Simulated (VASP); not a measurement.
# CoO (P6_222) in VASP: a series of runs

Runs on CoO. Level: PBE. Tasks: single point, relaxation of cell and atoms.

Everything below comes from runs of VASP 6.6.1. Logs are shortened: lines on timing, memory, paths and dates and some standing lists are left out, and cuts for length are marked.

## Step 1: The cell of the first run

The structure is hexagonal, space group P6_222 (No. 180). Conventional cell: a = 3.278 Å, b = 3.278 Å, c = 5.970 Å, α = 90.00°, β = 90.00°, γ = 120.00°. Within 2.5 Å of Co (site symmetry 222) lie 4 O at 1.92 Å. O (site symmetry 222) has 4 Co at 1.92 Å within 2.5 Å.

## Step 2: Single point, PBE, collinear spin, ferromagnetic start

The input, INCAR:

```
  PREC = Accurate
  ENCUT = 520
  EDIFF = 1E-7
  ISMEAR = 0
  SIGMA = 0.1
  LREAL = F
  LASPH = T
  NELM = 150
  ALGO = Normal
  ISIF = 2
  LWAVE = F
  LCHARG = F
  ISPIN = 2
  MAGMOM = 3 3 3 0 0 0
  LORBIT = 11
  LMAXMIX = 4
  GGA = PE
  NBANDS = 36
```

The input, KPOINTS:

```
Automatic mesh
0
Gamma
  6 6 4
```

The input, POSCAR:

```
CoO
1.0
    3.2778555385      0.0000000000      0.0000000000
   -1.6389277693      2.8387061663      0.0000000000
    0.0000000000      0.0000000000      5.9696775438
Co O
3 3
Direct
    0.0000000000      0.5000000000      0.1666666667
    0.5000000000      0.5000000000      0.8333333333
    0.5000000000      0.0000000000      0.5000000000
    0.5000000000      0.5000000000      0.3333333333
    0.5000000000      0.0000000000      0.0000000000
    0.0000000000      0.5000000000      0.6666666667
```

Potentials or basis: VASP PAW PBE potentials, release 64 (Co, O).

Run with:

```
cat potpaw_PBE.64/Co/POTCAR potpaw_PBE.64/O/POTCAR > POTCAR
mpirun -np 1 vasp_std > vasp.out
```

OUTCAR:

```text
PREC = Accurate
   ENCUT = 520
   EDIFF = 1E-7
   ISMEAR = 0
   LREAL = F
   LASPH = T
   NELM = 150
   ISIF = 2
   ISPIN = 2
   LORBIT = 11
   GGA = PE

 ion  position               nearest neighbor table
   1  0.000  0.500  0.167-   4 1.92   4 1.92   5 1.92   5 1.92   3 2.58   3 2.58   2 2.58   2 2.58

   2  0.500  0.500  0.833-   6 1.92   6 1.92   5 1.92   5 1.92   3 2.58   3 2.58   1 2.58   1 2.58

   3  0.500  0.000  0.500-   6 1.92   6 1.92   4 1.92   4 1.92   1 2.58   1 2.58   2 2.58   2 2.58

   4  0.500  0.500  0.333-   1 1.92   1 1.92   3 1.92   3 1.92
   5  0.500  0.000  0.000-   1 1.92   1 1.92   2 1.92   2 1.92
   6  0.000  0.500  0.667-   2 1.92   2 1.92   3 1.92   3 1.92

  LATTYP: Found a hexagonal cell.
 ALAT       =     3.2778555385
 C/A-ratio  =     1.8212143500

  Lattice vectors:

 A1 = (   3.2778555385,   0.0000000000,   0.0000000000)
 A2 = (  -1.6389277693,   2.8387061663,   0.0000000000)
 A3 = (   0.0000000000,   0.0000000000,   5.9696775438)

Analysis of symmetry for initial positions (statically):
=====================================================================
 Subroutine PRICEL returns:
 Original cell was already a primitive cell.

 Routine SETGRP: Setting up the symmetry group for a
 hexagonal supercell.

 Subroutine GETGRP returns: Found 12 space group operations
 (whereof  4 operations were pure point group operations)
 out of a pool of 24 trial point group operations.

The static configuration has the point symmetry D_2 .
 The point group associated with its full space group is D_6 .

Analysis of symmetry for dynamics (positions and initial velocities):
=====================================================================
 Subroutine PRICEL returns:
 Original cell was already a primitive cell.

 Routine SETGRP: Setting up the symmetry group for a
 hexagonal supercell.

 Subroutine GETGRP returns: Found 12 space group operations
 (whereof  4 operations were pure point group operations)
 out of a pool of 24 trial point group operations.

The dynamic configuration has the point symmetry D_2 .
 The point group associated with its full space group is D_6 .

Analysis of structural, dynamic, and magnetic symmetry:
=====================================================================
 Subroutine PRICEL returns:
 Original cell was already a primitive cell.

 Routine SETGRP: Setting up the symmetry group for a
 hexagonal supercell.

 Subroutine GETGRP returns: Found 12 space group operations
 (whereof  4 operations were pure point group operations)
 out of a pool of 24 trial point group operations.

The overall configuration has the point symmetry D_2 .
 The point group associated with its full space group is D_6 .

 Subroutine INISYM returns: Found 12 space group operations
 (whereof  4 operations are pure point group operations),
 and found     1 'primitive' translations

----------------------------------------------------------------------------------------

                                     Primitive cell

  volume of cell :      55.5471

  direct lattice vectors                    reciprocal lattice vectors
     3.277855538  0.000000000  0.000000000     0.305077508  0.176136582  0.000000000
    -1.638927769  2.838706166  0.000000000     0.000000000  0.352273163  0.000000000
     0.000000000  0.000000000  5.969677544     0.000000000  0.000000000  0.167513235

  length of vectors
     3.277855538  3.277855539  5.969677544     0.352273163  0.352273163  0.167513235

  position of ions in fractional coordinates (direct lattice)
     1.000000000  0.500000000  0.166666667
     0.500000000  0.500000000  0.833333333
     0.500000000  0.000000000  0.500000000
     0.500000000  0.500000000  0.333333333
     0.500000000  0.000000000  0.000000000
     1.000000000  0.500000000  0.666666667

  ion indices of the primitive-cell ions
   primitive index   ion index
                 1           1
                 2           2
                 3           3
                 4           4
                 5           5
                 6           6
[... 30 lines left out ...]
  0.166667 -0.000000  0.000000      6.000000
  0.333333 -0.000000  0.000000      6.000000
  0.500000  0.000000  0.000000      3.000000
  0.166667  0.166667  0.000000      6.000000
  0.333333  0.166667  0.000000     12.000000
[... 13 lines left out ...]
  0.333333  0.166667  0.500000     12.000000
  0.333333  0.333333  0.500000      2.000000
   k-points           NKPTS =     21   k-points in BZ     NKDIM =     21   number of bands    NBANDS=     36
   number of dos      NEDOS =    301   number of ions     NIONS =      6
   total plane-waves  NPLWV =  27648
   dimension x,y,z NGX =    24 NGY =   24 NGZ =   48
   dimension x,y,z NGXF=    48 NGYF=   48 NGZF=   96
   ions per type =               3   3
   NGX,Y,Z   is equivalent  to a cutoff of  12.17, 12.17, 13.37 a.u.
   NGXF,Y,Z  is equivalent  to a cutoff of  24.34, 24.34, 26.73 a.u.
 SYSTEM =  unknown system
   PREC   = accura    normal or accurate (medium, high low for compatibility)
   ISTART =      0    job   : 0-new  1-cont  2-samecut
   ICHARG =      2    charge: 1-file 2-atom 10-const
   ISPIN  =      2    spin polarized calculation?
   LNONCOLLINEAR =      F non collinear calculations
   LSORBIT =      F    spin-orbit coupling
   LASPH  =      T    aspherical Exc in radial PAW
   ENCUT  =  520.0 eV  38.22 Ry    6.18 a.u.   6.09  6.09 11.10*2*pi/ulx,y,z
   NELM   =    150;   NELMIN=  2; NELMDL= -5     # of ELM steps
   EDIFF  = 0.1E-06   stopping-criterion for ELM
   LREAL  =      F    real-space projection
   EDIFFG = 0.1E-05   stopping-criterion for IOM
   NSW    =      0    number of steps for IOM
   IBRION =     -1    ionic relax: 0-MD 1-quasi-New 2-CG
   NFREE  =      0    steps in history (QN), initial steepest desc. (CG)
   ISIF   =      2    stress and relaxation
   ISYM   =      2    0-nonsym 1-usesym 2-fastsym
   POTIM  = 0.5000    time-step for ionic-motion
   TEBEG  =    0.0;   TEEND  =   0.0 temperature during run
   PSTRESS=    0.0 pullay stress
   NELECT =      45.0000    total number of electrons
   NUPDOWN=      -1.0000    fix difference up-down
   EMIN   =  10.00;   EMAX   =-10.00  energy-range for DOS
   EFERMI =   0.00;   METHOD = LEGACY
   ISMEAR =     0;   SIGMA  =   0.10  broadening in eV -4-tet -1-fermi 0-gaus
   EFERMI_NEDOS =   21; number of points for ismear=-14 and -15
   IALGO  =     38    algorithm
   IMIX   =      4    mixing-type and parameters
     AMIX     =   0.40;   BMIX     =  1.00
     AMIX_MAG =   1.60;   BMIX_MAG =  1.00
  volume/ion in A,a.u.               =       9.26        62.48
  Fermi-wavevector in a.u.,A,eV,Ry     =   1.526132  2.883970 31.689022  2.329077
  Thomas-Fermi vector in A             =   2.634207
   LORBIT       =     11    0 simple, 1 ext, 2 COOP (PROOUT), +10 PAW based schemes
   GGA     = PE    functional components
   LHFCALC =     F    Hartree Fock is set to
   AEXX    =    0.0000 exact exchange contribution
   IVDW    =     0    specifies the selected vdW correction
   LEPSILON=     F    determine dielectric tensor
   LRPA    =     F    only Hartree local field effects (RPA)
 spin polarized calculation
 Gauss-broadening in eV      SIGMA  =   0.10
  energy-cutoff  :      520.00
  volume of cell :       55.55
 maximum number of plane-waves:      1518
   NGX = 13   NGY = 13   NGZ = 23

 number of electron      44.9999980 magnetization       2.1762180

 Free energy of the ion-electron system (eV)
  ---------------------------------------------------
  ext. energy  EPLUGINS =         0.00000000
  ---------------------------------------------------
  free energy    TOTEN  =       -39.00002041 eV

  energy without entropy =      -38.97776570  energy(sigma->0) =      -38.98889305

 E-fermi :   8.0965     XC(G=0): -12.6078

 val. band max:        8.0950981571   @ k =   0.1667  -0.0000   0.0000
 cond. band min:       8.1004628311   @ k =   0.1667   0.1667   0.5000
 fundamental gap:      0.0053646740
 Fermi energy:         8.0965332894

 spin component 1

 k-point     1 :       0.0000    0.0000    0.0000
  band No.  band energies     occupation
      1     -12.8766      1.00000
      2     -11.4431      1.00000
      3     -11.4431      1.00000
      4       0.8178      1.00000
      5       0.8178      1.00000
      6       1.2056      1.00000
[... 766 lines left out ...]
     33      17.9812      0.00000
     34      19.0870      0.00000
 Fermi energy:         8.0965332894

 spin component 2

 k-point     1 :       0.0000    0.0000    0.0000
  band No.  band energies     occupation
      1     -12.7822      1.00000
      2     -11.3382      1.00000
      3     -11.3382      1.00000
      4       0.9976      1.00000
      5       0.9976      1.00000
      6       1.4840      1.00000
[... 766 lines left out ...]
     33      18.1311      0.00000
     34      19.1570      0.00000
 [bands above 34 left out]

------------------------ aborting loop because EDIFF is reached ----------------------------------------

  FORCE on cell =-STRESS in cart. coord.  units (eV):
  Direction    XX          YY          ZZ          XY          YZ          ZX
  --------------------------------------------------------------------------------------
  -------------------------------------------------------------------------------------
  Total        0.4496118      0.4496118      0.8183549     -0.0000000      0.0000000      0.0000000
  in kB       12.9684236     12.9684236     23.6043014     -0.0000000      0.0000000      0.0000000
  external PRESSURE =      16.5137162 kB  Pullay stress =       0.0000000 kB

 VOLUME and BASIS-vectors are now :
 -----------------------------------------------------------------------------
  energy-cutoff  :      520.00
  volume of cell :       55.55
      direct lattice vectors                 reciprocal lattice vectors
     3.277855538  0.000000000  0.000000000     0.305077508  0.176136582  0.000000000
    -1.638927769  2.838706166  0.000000000     0.000000000  0.352273163  0.000000000
     0.000000000  0.000000000  5.969677544     0.000000000  0.000000000  0.167513235

 POSITION                                       TOTAL-FORCE (eV/Angst)
 -----------------------------------------------------------------------------------
     -0.81946      1.41935      0.99495         0.000000      0.000000      0.000000
      0.81946      1.41935      4.97473         0.000000      0.000000      0.000000
      1.63893      0.00000      2.98484        -0.000000      0.000000      0.000000
      0.81946      1.41935      1.98989        -0.000000      0.000000     -0.000000
      1.63893      0.00000      0.00000        -0.000000      0.000000     -0.000000
     -0.81946      1.41935      3.97979        -0.000000     -0.000000      0.000000
 -----------------------------------------------------------------------------------
    total drift:                                0.000000     -0.000000     -0.000000

  FREE ENERGIE OF THE ION-ELECTRON SYSTEM (eV)
  ---------------------------------------------------
  free  energy   TOTEN  =       -39.0000204107 eV

  energy  without entropy=      -38.9777656957  energy(sigma->0) =      -38.98889305

 total charge

# of ion       s       p       d       tot
------------------------------------------
    1        0.384   0.529   7.339   8.252
    2        0.384   0.529   7.339   8.252
    3        0.384   0.529   7.339   8.252
    4        1.573   3.402   0.000   4.975
    5        1.573   3.402   0.000   4.975
    6        1.573   3.402   0.000   4.975
--------------------------------------------------
tot          5.872  11.792  22.016  39.680

 magnetization (x)

# of ion       s       p       d       tot
------------------------------------------
    1        0.001   0.006   0.655   0.662
    2        0.001   0.006   0.655   0.662
    3        0.001   0.006   0.655   0.662
    4        0.007   0.047   0.000   0.054
    5        0.007   0.047   0.000   0.054
    6        0.007   0.047   0.000   0.054
--------------------------------------------------
tot          0.024   0.159   1.966   2.148
```

Run time: 70 s. Hardware: 1 thread of Intel Xeon Platinum 8488C (Sapphire Rapids), shared host; peak memory 0.21 GiB.

Results:

* Free energy: -39.0000 eV
* Pressure: 1.7 GPa
* Net moment: 2.18 μB per cell
* Site moments: Co +0.66; O +0.05 μB
* Valence electrons inside the program's atomic spheres: Co 8.25; O 4.97

Levels at points of the mesh, in eV from the Fermi level:
Spin up:
```tsv
k point	band 22	band 23	band 24	band 25	band 26	band 27
(0.00, 0.00, 0.00)	0.02	0.30	0.30	1.01	1.28	1.28
(0.50, 0.00, 0.00)	-0.86	-0.17	-0.02	0.12	0.27	0.80
(0.00, 0.00, 0.50)	0.38	0.38	0.38	0.50	0.50	1.25
(0.50, 0.00, 0.50)	-0.88	-0.57	-0.30	0.05	0.32	0.87
```
Spin down:
| k point | band 18 | band 19 | band 20 | band 21 | band 22 | band 23 | band 24 | band 25 | band 26 | band 27 |
| --- | --- | --- | --- | --- | --- | --- | --- | --- | --- | --- |
| (0.00, 0.00, 0.00) | -1.19 | -0.98 | 0.10 | 0.10 | 0.79 | 0.96 | 0.96 | 1.63 | 1.96 | 1.96 |
| (0.50, 0.00, 0.00) | -1.07 | -1.06 | -0.49 | -0.32 | -0.25 | 0.36 | 0.62 | 0.84 | 0.95 | 1.52 |
| (0.00, 0.00, 0.50) | -0.93 | -0.66 | -0.66 | 0.21 | 1.12 | 1.14 | 1.14 | 1.18 | 1.18 | 1.82 |
| (0.50, 0.00, 0.50) | -0.85 | -0.82 | -0.79 | -0.41 | -0.40 | 0.12 | 0.38 | 0.81 | 0.99 | 1.53 |

Caveat: the k points lie up to 0.37 Å⁻¹ apart; semilocal functionals often make such compounds metallic where correlation or magnetic order opens a gap, which also shifts bond lengths. With open d or f shells a metallic result of PBE can be an artefact of self-interaction; +U or a hybrid may open a gap.

## Step 3: Relaxation of cell and atoms, PBE, collinear spin, ferromagnetic start

This run uses another cell than the first one, of 7.91 Å³/atom, 0.855 times its volume.

The input, INCAR:

```
PREC     = Accurate       # precision mode
ENCUT    = 600            # plane-wave cutoff, eV
EDIFF    = 1E-6           # SCF threshold, eV
ISMEAR   = 0              # smearing method
SIGMA    = 0.1            # smearing width, eV
LREAL    = False          # projectors in reciprocal space
LASPH    = True           # aspherical terms in the spheres
NELM     = 150            # most SCF steps
ALGO     = Normal         # electronic algorithm
ISIF     = 3              # what is computed and relaxed
LWAVE    = False          # write WAVECAR
LCHARG   = False          # write CHGCAR
ISPIN    = 2              # spin polarisation
MAGMOM   = 3 3 3 0 0 0    # initial moments
LORBIT   = 11             # projections on sites
LMAXMIX  = 4              # l up to which the mixer works
GGA      = PE             # functional
IBRION   = 2              # ionic algorithm
NSW      = 90             # ionic steps
EDIFFG   = -0.04          # ionic threshold
```

KPOINTS is that of step 2.

The input, POSCAR:

```
CoO
1.0
    2.9251042400      0.0000000000      0.0000000000
   -1.4625521200      2.5332145800      0.0000000000
    0.0000000000      0.0000000000      6.4060725500
Co O
3 3
Direct
    0.0000000000      0.5000000000      0.1666666700
    0.5000000000      0.5000000000      0.8333333300
    0.5000000000      0.0000000000      0.5000000000
    0.5000000000      0.5000000000      0.3333333300
    0.5000000000      0.0000000000      0.0000000000
    0.0000000000      0.5000000000      0.6666666700
```

Potentials or basis: VASP PAW PBE potentials, release 64 (Co, O).

Run with:

```
cat potpaw_PBE.64/Co/POTCAR potpaw_PBE.64/O/POTCAR > POTCAR
mpirun -np 1 vasp_std > vasp.out
```

Wall time 8.7 min (1 thread of Intel Xeon Platinum 8488C (Sapphire Rapids), shared host); peak memory 0.24 GiB.

Results (log left out):

| Item | Value |
| --- | --- |
| Free energy | -38.9487 eV |
| Relaxed volume | 9.28 Å³/atom |
| Relaxed cell | a = 3.279 Å, b = 3.279 Å, c = 5.978 Å, α = 90.00°, β = 90.00°, γ = 120.00° |
| Space group after relaxing (to 0.05 Å) | P6_222 (No. 180) |
| Energy gained by relaxing | 281.7 meV/atom |
| Ionic steps | 10 |
| Pressure after relaxing | -0.4 GPa |
| Net moment | 0.00 μB per cell |
| Valence electrons inside the program's atomic spheres | Co 8.25; O 4.97 |

Step by step:
```tsv
step	energy change (eV)	largest force (eV/Å)	pressure (GPa)	volume (Å³)
1	0.0000	0.0000	55.82	47.47
2	-0.1850	0.0000	-27.52	68.99
3	-1.4113	0.0000	-1.87	57.10
4	-1.4124	0.0000	-1.38	56.89
5	-1.4125	0.0000	-0.69	56.69
6	-1.5040	0.0000	-0.76	56.56
7	-1.6663	0.0000	-0.72	56.03
8	-1.4138	0.0000	3.14	54.11
9	-1.6893	0.0000	-0.53	55.74
10	-1.6903	0.0000	-0.40	55.67
```

Final structure:
```
CELL_PARAMETERS angstrom
3.27926 0.00000 0.00000
-1.63963 2.83992 0.00000
0.00000 0.00000 5.97781
ATOMIC_POSITIONS crystal
Co 0.00000 0.50000 0.16667
Co 0.50000 0.50000 0.83333
Co 0.50000 0.00000 0.50000
O 0.50000 0.50000 0.33333
O 0.50000 0.00000 0.00000
O 0.00000 0.50000 0.66667
```

Levels at points of the mesh, in eV from the Fermi level:
Spin up:
```tsv
k point	band 18	band 19	band 20	band 21	band 22	band 23	band 24	band 25	band 26	band 27
(0.00, 0.00, 0.00)	-1.45	-1.33	-0.25	-0.25	0.37	0.58	0.58	1.25	1.58	1.58
(0.50, 0.00, 0.00)	-1.43	-1.38	-0.73	-0.63	-0.58	0.04	0.26	0.44	0.55	1.12
(0.00, 0.00, 0.50)	-1.17	-0.99	-0.99	-0.05	0.73	0.73	0.73	0.78	0.78	1.49
(0.50, 0.00, 0.50)	-1.13	-1.13	-1.08	-0.69	-0.68	-0.25	0.00	0.39	0.60	1.16
```
Spin down:
```
           k point  band 19  band 20  band 21  band 22  band 23  band 24  band 25  band 26
(0.00, 0.00, 0.00)    -1.33    -0.25    -0.25     0.37     0.58     0.58     1.25     1.58
(0.50, 0.00, 0.00)    -1.38    -0.73    -0.63    -0.58     0.04     0.26     0.44     0.55
(0.00, 0.00, 0.50)    -0.99    -0.99    -0.05     0.73     0.73     0.73     0.78     0.78
(0.50, 0.00, 0.50)    -1.13    -1.08    -0.69    -0.68    -0.25     0.00     0.39     0.60
```

Caveat: the k points lie up to 0.37 Å⁻¹ apart in the final cell; the starting moments collapsed, and a magnetic state may lie lower; the volume moved by over 15 % at a fixed basis, so the end points are rough; semilocal functionals often make such compounds metallic where correlation or magnetic order opens a gap, which also shifts bond lengths. With open d or f shells a metallic result of PBE can be an artefact of self-interaction; +U or a hybrid may open a gap.
